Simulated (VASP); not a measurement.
# Mg2Si (Fm-3m) in VASP: settings compared

Aim: see how the results for Mg2Si move with the level of theory and the settings. Levels: PBE, r2SCAN. Tasks: single point.

All numbers are computed with VASP 6.6.1; they aren't measurements. Logs are shortened: lines on timing, memory, paths and dates and some standing lists are left out, and cuts for length are marked.

**1. The cell of the first run**

Symmetry: Fm-3m, No. 225, cubic system. The conventional cell has a = 6.338 Å, b = 6.338 Å, c = 6.338 Å, α = 90.00°, β = 90.00°, γ = 90.00°. Si (site symmetry m-3m) has 8 Mg at 2.74 Å within 3.6 Å. Mg (site symmetry -43m) has 4 Si at 2.74 Å and 6 Mg at 3.17 Å within 3.6 Å.

**2. Single point, PBE**

File INCAR:

```
SYSTEM = Mg2Si
PREC = Accurate
ENCUT = 600
EDIFF = 1E-6
ISMEAR = 0
SIGMA = 0.01
LREAL = .False.
LASPH = .True.
NELM = 120
ALGO = Normal
ISIF = 2
LWAVE = .False.
LCHARG = .True.
GGA = PE
LELF = .True.
LVHAR = .True.
NBANDS = 11
GGA_COMPAT = .False.
```

File KPOINTS:

```
regular mesh
0
Gamma
  8 8 8
  0 0 0
```

File POSCAR:

```
Mg2Si
1.0
    0.0000000000      3.1689631864      3.1689631864
    3.1689631864      0.0000000000      3.1689631864
    3.1689631864      3.1689631864      0.0000000000
Si Mg
1 2
Direct
    0.0000000000      0.0000000000      0.0000000000
    0.2500000000      0.2500000000      0.2500000000
    0.7500000000      0.7500000000      0.7500000000
```

Potentials or basis: VASP PAW PBE potentials, release 64 (Si, Mg).

Run with:

```console
cat potpaw_PBE.64/Si/POTCAR potpaw_PBE.64/Mg/POTCAR > POTCAR
mpirun -np 1 vasp_std > vasp.out
```

OUTCAR:

```text
SYSTEM = Mg2Si
   PREC = Accurate
   ENCUT = 600
   EDIFF = 1E-6
   ISMEAR = 0
   LREAL = .False.
   LASPH = .True.
   NELM = 120
   ISIF = 2
   GGA = PE

 ion  position               nearest neighbor table
   1  0.000  0.000  0.000-   2 2.74   3 2.74   3 2.74   3 2.74   3 2.74   2 2.74   2 2.74   2 2.74

   2  0.250  0.250  0.250-   1 2.74   1 2.74   1 2.74   1 2.74   3 3.17   3 3.17   3 3.17   3 3.17
                             3 3.17   3 3.17
   3  0.750  0.750  0.750-   1 2.74   1 2.74   1 2.74   1 2.74   2 3.17   2 3.17   2 3.17   2 3.17
                             2 3.17   2 3.17

  LATTYP: Found a face centered cubic cell.
 ALAT       =     6.3379263728

  Lattice vectors:

 A1 = (   0.0000000000,   3.1689631864,   3.1689631864)
 A2 = (   3.1689631864,   0.0000000000,   3.1689631864)
 A3 = (   3.1689631864,   3.1689631864,   0.0000000000)

Analysis of symmetry for initial positions (statically):
=====================================================================
 Subroutine PRICEL returns:
 Original cell was already a primitive cell.

 Routine SETGRP: Setting up the symmetry group for a
 face centered cubic supercell.

 Subroutine GETGRP returns: Found 48 space group operations
 (whereof 48 operations were pure point group operations)
 out of a pool of 48 trial point group operations.

The static configuration has the point symmetry O_h .

Analysis of symmetry for dynamics (positions and initial velocities):
=====================================================================
 Subroutine PRICEL returns:
 Original cell was already a primitive cell.

 Routine SETGRP: Setting up the symmetry group for a
 face centered cubic supercell.

 Subroutine GETGRP returns: Found 48 space group operations
 (whereof 48 operations were pure point group operations)
 out of a pool of 48 trial point group operations.

The dynamic configuration has the point symmetry O_h .

 Subroutine INISYM returns: Found 48 space group operations
 (whereof 48 operations are pure point group operations),
 and found     1 'primitive' translations

----------------------------------------------------------------------------------------

                                     Primitive cell

  volume of cell :      63.6475

  direct lattice vectors                    reciprocal lattice vectors
     0.000000000  3.168963186  3.168963186    -0.157780312  0.157780312  0.157780312
     3.168963186  0.000000000  3.168963186     0.157780312 -0.157780312  0.157780312
[... 85 lines left out ...]
   ENCUT  =  600.0 eV  44.10 Ry    6.64 a.u.   8.95  8.95  8.95*2*pi/ulx,y,z
   NELM   =    120;   NELMIN=  2; NELMDL= -5     # of ELM steps
   EDIFF  = 0.1E-05   stopping-criterion for ELM
   LREAL  =      F    real-space projection
[... 7 lines left out ...]
   TEBEG  =    0.0;   TEEND  =   0.0 temperature during run
   PSTRESS=    0.0 pullay stress
   NELECT =       8.0000    total number of electrons
   NUPDOWN=      -1.0000    fix difference up-down
   EMIN   =  10.00;   EMAX   =-10.00  energy-range for DOS
   EFERMI =   0.00;   METHOD = LEGACY
   ISMEAR =     0;   SIGMA  =   0.01  broadening in eV -4-tet -1-fermi 0-gaus
   EFERMI_NEDOS =   21; number of points for ismear=-14 and -15
   IALGO  =     38    algorithm
   IMIX   =      4    mixing-type and parameters
     AMIX     =   0.40;   BMIX     =  1.00
     AMIX_MAG =   1.60;   BMIX_MAG =  1.00
  volume/ion in A,a.u.               =      21.22       143.17
  Fermi-wavevector in a.u.,A,eV,Ry     =   0.820057  1.549684  9.149840  0.672494
  Thomas-Fermi vector in A             =   1.930972
   LORBIT       =      0    0 simple, 1 ext, 2 COOP (PROOUT), +10 PAW based schemes
   GGA     = PE    functional components
   LHFCALC =     F    Hartree Fock is set to
   AEXX    =    0.0000 exact exchange contribution
   IVDW    =     0    specifies the selected vdW correction
   LEPSILON=     F    determine dielectric tensor
   LRPA    =     F    only Hartree local field effects (RPA)
 non-spin polarized calculation
 Gauss-broadening in eV      SIGMA  =   0.01
  energy-cutoff  :      600.00
  volume of cell :       63.65
 maximum number of plane-waves:      2148
   NGX = 17   NGY = 17   NGZ = 17

 number of electron       8.0000000 magnetization

 Free energy of the ion-electron system (eV)
  ---------------------------------------------------
  ext. energy  EPLUGINS =         0.00000000
  ---------------------------------------------------
  free energy    TOTEN  =        -8.91302838 eV

  energy without entropy =       -8.91302838  energy(sigma->0) =       -8.91302838

 E-fermi :   3.6750     XC(G=0):  -8.8093

 val. band max:        3.6344501247   @ k =   0.0000   0.0000   0.0000
 cond. band min:       3.8344552331   @ k =   0.5000   0.5000   0.0000
 fundamental gap:      0.2000051084
 Fermi energy:         3.6749975897

 k-point     1 :       0.0000    0.0000    0.0000
  band No.  band energies     occupation
      1      -5.5029      2.00000
      2       3.6345      2.00000
      3       3.6345      2.00000
      4       3.6345      2.00000
      5       5.5475      0.00000
      6       6.2115      0.00000
      7       6.2115      0.00000
      8       6.2115      0.00000
      9       9.2854      0.00000
     10       9.2854      0.00000
     11      10.1756      0.00000
[... 309 lines left out ...]
 k-point    24 :      -0.3750    0.2500    0.1250
  band No.  band energies     occupation
      1      -3.8046      2.00000
      2      -0.7527      2.00000
      3       1.1433      2.00000
      4       2.1605      2.00000
      5       5.7951      0.00000
      6       6.0511      0.00000
      7       8.1604      0.00000
      8       8.7113      0.00000
      9       9.5024      0.00000
     10      11.1532      0.00000
     11      12.4404      0.00000

 [... further k-points ...]
[... 5 lines left out ...]
  --------------------------------------------------------------------------------------
  -------------------------------------------------------------------------------------
  Total        0.2288444      0.2288444      0.2288444     -0.0000000     -0.0000000      0.0000000
  in kB        5.7606200      5.7606200      5.7606200     -0.0000000     -0.0000000      0.0000000
  external PRESSURE =       5.7606200 kB  Pullay stress =       0.0000000 kB

 VOLUME and BASIS-vectors are now :
 -----------------------------------------------------------------------------
  energy-cutoff  :      600.00
  volume of cell :       63.65
      direct lattice vectors                 reciprocal lattice vectors
     0.000000000  3.168963186  3.168963186    -0.157780312  0.157780312  0.157780312
     3.168963186  0.000000000  3.168963186     0.157780312 -0.157780312  0.157780312
     3.168963186  3.168963186  0.000000000     0.157780312  0.157780312 -0.157780312

 POSITION                                       TOTAL-FORCE (eV/Angst)
 -----------------------------------------------------------------------------------
      0.00000      0.00000      0.00000         0.000000     -0.000000     -0.000000
      1.58448      1.58448      1.58448         0.000000     -0.000000     -0.000000
      4.75344      4.75344      4.75344        -0.000000      0.000000      0.000000
 -----------------------------------------------------------------------------------
    total drift:                               -0.000000     -0.000000     -0.000000

  FREE ENERGIE OF THE ION-ELECTRON SYSTEM (eV)
  ---------------------------------------------------
  free  energy   TOTEN  =        -8.9130283838 eV

  energy  without entropy=       -8.9130283838  energy(sigma->0) =       -8.91302838
```

stdout:

```text
POSCAR found type information on POSCAR SiMg
 POSCAR found :  2 types and       3 ions
 scaLAPACK will be used
 LDA part: xc-table for (Slater+PW92), standard interpolation
 POSCAR, INCAR and KPOINTS ok, starting setup
 FFT: planning ... GRIDC
 FFT: planning ... GRID_SOFT
 FFT: planning ... GRID
 WAVECAR not read
 entering main loop
```

Wall time 46 s (1 thread of Intel Xeon 8259CL, shared host); peak memory 0.21 GiB.

Results:

- Free energy: -8.9130 eV
- Pressure: 0.6 GPa
- Band gap on the k mesh: 0.20 eV (least direct gap 1.91 eV)

Caveat: the structure was generated, so it needn't be the stable form of Mg2Si; semilocal functionals underestimate gaps, and a narrow one can read as zero.

**3. Single point, r2SCAN (22.49 Å³/atom)**

This run uses another cell than the first one, of 22.49 Å³/atom.

File POSCAR:

```
Mg2Si
1.0
    0.0000000000      3.2311154986      3.2311154986
    3.2311154986      0.0000000000      3.2311154986
    3.2311154986      3.2311154986      0.0000000000
Si Mg
1 2
Direct
    0.0000000000      0.0000000000      0.0000000000
    0.2500000000      0.2500000000      0.2500000000
    0.7500000000      0.7500000000      0.7500000000
```

File INCAR.step1:

```
SYSTEM = Mg2Si
PREC = Accurate
ENCUT = 660
ISMEAR = 0
SIGMA = 0.01
LREAL = .False.
LASPH = .True.
NELM = 120
NBANDS = 11
GGA = PE
ALGO = Normal
EDIFF = 1E-5
LWAVE = .True.
LCHARG = .False.
GGA_COMPAT = .False.
```

File INCAR.step2:

```
SYSTEM = Mg2Si
PREC = Accurate
ENCUT = 660
EDIFF = 1E-6
ISMEAR = 0
SIGMA = 0.01
LREAL = .False.
LASPH = .True.
NELM = 120
ALGO = Normal
ISIF = 2
LWAVE = .False.
LCHARG = .False.
METAGGA = R2SCAN
LMIXTAU = .True.
NBANDS = 11
ISTART = 1
GGA_COMPAT = .False.
```

File KPOINTS:

```
Automatic mesh
0
Gamma
  6 6 6
  0 0 0
```

Potentials or basis: VASP PAW PBE potentials, release 64 (Si, Mg).

Run with:

```console
cat potpaw_PBE.64/Si/POTCAR potpaw_PBE.64/Mg/POTCAR > POTCAR
cp INCAR.step1 INCAR
mpirun -np 1 vasp_std > vasp.out
cp INCAR.step2 INCAR
mpirun -np 1 vasp_std > vasp.out
```

OUTCAR:

```text
SYSTEM = Mg2Si
   PREC = Accurate
   ENCUT = 660
   EDIFF = 1E-6
   ISMEAR = 0
   LREAL = .False.
   LASPH = .True.
   NELM = 120
   ISIF = 2
   METAGGA = R2SCAN
   ISTART = 1

 ion  position               nearest neighbor table
   1  0.000  0.000  0.000-   3 2.80   3 2.80   3 2.80   2 2.80   3 2.80   2 2.80   2 2.80   2 2.80

   2  0.250  0.250  0.250-   1 2.80   1 2.80   1 2.80   1 2.80   3 3.23   3 3.23   3 3.23   3 3.23
                             3 3.23   3 3.23
   3  0.750  0.750  0.750-   1 2.80   1 2.80   1 2.80   1 2.80   2 3.23   2 3.23   2 3.23   2 3.23
                             2 3.23   2 3.23

  LATTYP: Found a face centered cubic cell.
 ALAT       =     6.4622309972

  Lattice vectors:

 A1 = (   0.0000000000,   3.2311154986,   3.2311154986)
 A2 = (   3.2311154986,   0.0000000000,   3.2311154986)
 A3 = (   3.2311154986,   3.2311154986,   0.0000000000)

Analysis of symmetry for initial positions (statically):
=====================================================================
 Subroutine PRICEL returns:
 Original cell was already a primitive cell.

 Routine SETGRP: Setting up the symmetry group for a
 face centered cubic supercell.

 Subroutine GETGRP returns: Found 48 space group operations
 (whereof 48 operations were pure point group operations)
 out of a pool of 48 trial point group operations.

The static configuration has the point symmetry O_h .

Analysis of symmetry for dynamics (positions and initial velocities):
=====================================================================
 Subroutine PRICEL returns:
 Original cell was already a primitive cell.

 Routine SETGRP: Setting up the symmetry group for a
 face centered cubic supercell.

 Subroutine GETGRP returns: Found 48 space group operations
 (whereof 48 operations were pure point group operations)
 out of a pool of 48 trial point group operations.

The dynamic configuration has the point symmetry O_h .

 Subroutine INISYM returns: Found 48 space group operations
 (whereof 48 operations are pure point group operations),
 and found     1 'primitive' translations

----------------------------------------------------------------------------------------

                                     Primitive cell

  volume of cell :      67.4664

  direct lattice vectors                    reciprocal lattice vectors
     0.000000000  3.231115499  3.231115499    -0.154745319  0.154745319  0.154745319
     3.231115499  0.000000000  3.231115499     0.154745319 -0.154745319  0.154745319
     3.231115499  3.231115499  0.000000000     0.154745319  0.154745319 -0.154745319

  length of vectors
     4.569487360  4.569487360  4.569487360     0.268026756  0.268026756  0.268026756

  position of ions in fractional coordinates (direct lattice)
     0.000000000  0.000000000  0.000000000
     0.250000000  0.250000000  0.250000000
     0.750000000  0.750000000  0.750000000

  ion indices of the primitive-cell ions
   primitive index   ion index
                 1           1
                 2           2
                 3           3

----------------------------------------------------------------------------------------

 KPOINTS: Automatic mesh

Automatic generation of k-mesh.
[... 23 lines left out ...]
  0.000000  0.000000  0.000000      1.000000
  0.166667  0.000000  0.000000      8.000000
  0.333333  0.000000  0.000000      8.000000
  0.500000  0.000000  0.000000      4.000000
  0.166667  0.166667  0.000000      6.000000
  0.333333  0.166667  0.000000     24.000000
[... 8 lines left out ...]
 -0.333333  0.333333  0.166667     24.000000
 -0.333333  0.500000  0.166667     12.000000
   k-points           NKPTS =     16   k-points in BZ     NKDIM =     16   number of bands    NBANDS=     11
   number of dos      NEDOS =    301   number of ions     NIONS =      3
   total plane-waves  NPLWV =  64000
   dimension x,y,z NGX =    40 NGY =   40 NGZ =   40
   dimension x,y,z NGXF=    80 NGYF=   80 NGZF=   80
   ions per type =               1   2
   NGX,Y,Z   is equivalent  to a cutoff of  14.55, 14.55, 14.55 a.u.
   NGXF,Y,Z  is equivalent  to a cutoff of  29.11, 29.11, 29.11 a.u.
 SYSTEM =  Mg2Si
   PREC   = accura    normal or accurate (medium, high low for compatibility)
   ISTART =      1    job   : 0-new  1-cont  2-samecut
   ICHARG =      0    charge: 1-file 2-atom 10-const
   ISPIN  =      1    spin polarized calculation?
   LNONCOLLINEAR =      F non collinear calculations
   LSORBIT =      F    spin-orbit coupling
   LASPH  =      T    aspherical Exc in radial PAW
   ENCUT  =  660.0 eV  48.51 Ry    6.96 a.u.   9.57  9.57  9.57*2*pi/ulx,y,z
   NELM   =    120;   NELMIN=  2; NELMDL=  0     # of ELM steps
   EDIFF  = 0.1E-05   stopping-criterion for ELM
   LREAL  =      F    real-space projection
[... 7 lines left out ...]
   TEBEG  =    0.0;   TEEND  =   0.0 temperature during run
   PSTRESS=    0.0 pullay stress
   NELECT =       8.0000    total number of electrons
   NUPDOWN=      -1.0000    fix difference up-down
   EMIN   =  10.00;   EMAX   =-10.00  energy-range for DOS
   EFERMI =   0.00;   METHOD = LEGACY
   ISMEAR =     0;   SIGMA  =   0.01  broadening in eV -4-tet -1-fermi 0-gaus
   EFERMI_NEDOS =   21; number of points for ismear=-14 and -15
   IALGO  =     38    algorithm
   IMIX   =      4    mixing-type and parameters
     AMIX     =   0.40;   BMIX     =  1.00
     AMIX_MAG =   1.60;   BMIX_MAG =  1.00
  volume/ion in A,a.u.               =      22.49       151.76
  Fermi-wavevector in a.u.,A,eV,Ry     =   0.804283  1.519875  8.801221  0.646872
  Thomas-Fermi vector in A             =   1.912310
   LORBIT       =      0    0 simple, 1 ext, 2 COOP (PROOUT), +10 PAW based schemes
   METAGGA = R2SCAN    functional components
   LHFCALC =     F    Hartree Fock is set to
   AEXX    =    0.0000 exact exchange contribution
   IVDW    =     0    specifies the selected vdW correction
   LEPSILON=     F    determine dielectric tensor
   LRPA    =     F    only Hartree local field effects (RPA)
 non-spin polarized calculation
 Gauss-broadening in eV      SIGMA  =   0.01
  energy-cutoff  :      660.00
  volume of cell :       67.47
 maximum number of plane-waves:      2637
 NGX is ok and might be reduce to    40
   NGX = 19   NGY = 19   NGZ = 19

 number of electron       8.0000000 magnetization

 Free energy of the ion-electron system (eV)
  ---------------------------------------------------
  ext. energy  EPLUGINS =         0.00000000
  ---------------------------------------------------
  free energy    TOTEN  =       -17.62481389 eV

  energy without entropy =      -17.62481389  energy(sigma->0) =      -17.62481389

 E-fermi :   3.2860     XC(G=0):  -9.0017

 val. band max:        3.2169013757   @ k =   0.0000   0.0000   0.0000
 cond. band min:       3.7206135867   @ k =   0.5000   0.5000   0.0000
 fundamental gap:      0.5037122109
 Fermi energy:         3.2859725262

 k-point     1 :       0.0000    0.0000    0.0000
  band No.  band energies     occupation
      1      -6.0733      2.00000
      2       3.2169      2.00000
      3       3.2169      2.00000
      4       3.2169      2.00000
      5       5.3422      0.00000
      6       5.9665      0.00000
      7       5.9665      0.00000
      8       5.9665      0.00000
      9       9.1119      0.00000
     10       9.1119      0.00000
     11      10.2060      0.00000
[... 197 lines left out ...]
 k-point    16 :      -0.3333    0.5000    0.1667
  band No.  band energies     occupation
      1      -4.1020      2.00000
      2      -0.8208      2.00000
      3       0.2410      2.00000
      4       0.7294      2.00000
      5       5.2228      0.00000
      6       5.5735      0.00000
      7       8.5629      0.00000
      8       8.6560      0.00000
      9      11.7980      0.00000
     10      11.9995      0.00000
     11      12.3199      0.00000

------------------------ aborting loop because EDIFF is reached ----------------------------------------

  FORCE on cell =-STRESS in cart. coord.  units (eV):
  Direction    XX          YY          ZZ          XY          YZ          ZX
  --------------------------------------------------------------------------------------
  -------------------------------------------------------------------------------------
  Total       -1.3894197     -1.3894197     -1.3894197      0.0000000      0.0000000     -0.0000000
  in kB      -32.9956430    -32.9956430    -32.9956430      0.0000000      0.0000000     -0.0000000
  external PRESSURE =     -32.9956430 kB  Pullay stress =       0.0000000 kB

 VOLUME and BASIS-vectors are now :
 -----------------------------------------------------------------------------
  energy-cutoff  :      660.00
  volume of cell :       67.47
      direct lattice vectors                 reciprocal lattice vectors
     0.000000000  3.231115499  3.231115499    -0.154745319  0.154745319  0.154745319
     3.231115499  0.000000000  3.231115499     0.154745319 -0.154745319  0.154745319
     3.231115499  3.231115499  0.000000000     0.154745319  0.154745319 -0.154745319

 POSITION                                       TOTAL-FORCE (eV/Angst)
 -----------------------------------------------------------------------------------
      0.00000      0.00000      0.00000        -0.000000      0.000000      0.000000
      1.61556      1.61556      1.61556         0.000000     -0.000000     -0.000000
      4.84667      4.84667      4.84667        -0.000000      0.000000      0.000000
 -----------------------------------------------------------------------------------
    total drift:                               -0.000000      0.000000      0.000000

  FREE ENERGIE OF THE ION-ELECTRON SYSTEM (eV)
  ---------------------------------------------------
  free  energy   TOTEN  =       -17.6248138894 eV

  energy  without entropy=      -17.6248138894  energy(sigma->0) =      -17.62481389
```

It took 2.7 min on 1 thread of Intel Xeon 8259CL, shared host; peak memory 0.27 GiB.

Results:

```
Free energy            : -17.6248 eV
Pressure               : -3.3 GPa
Band gap on the k mesh : 0.50 eV (least direct gap 2.13 eV)
```

Levels at points of the mesh, in eV from the valence-band top:
```csv
k point,band 2,band 3,band 4,band 5,band 6,band 7
"(0.00, 0.00, 0.00)",0.00,0.00,0.00,2.13,2.75,2.75
"(0.50, 0.00, 0.00)",-4.73,-0.72,-0.72,1.50,2.79,2.79
"(0.50, 0.50, 0.00)",-4.42,-1.97,-1.97,0.50,0.66,8.33
```

Caveat: the cell stands under tension; the structure was generated, so it needn't be the stable form of Mg2Si; semilocal functionals underestimate gaps, and a narrow one can read as zero; the PAW data sets were made with another functional, which shifts forces and pressure a little. A k mesh can miss the band edges.

(Part 1 of 2 ends here.)
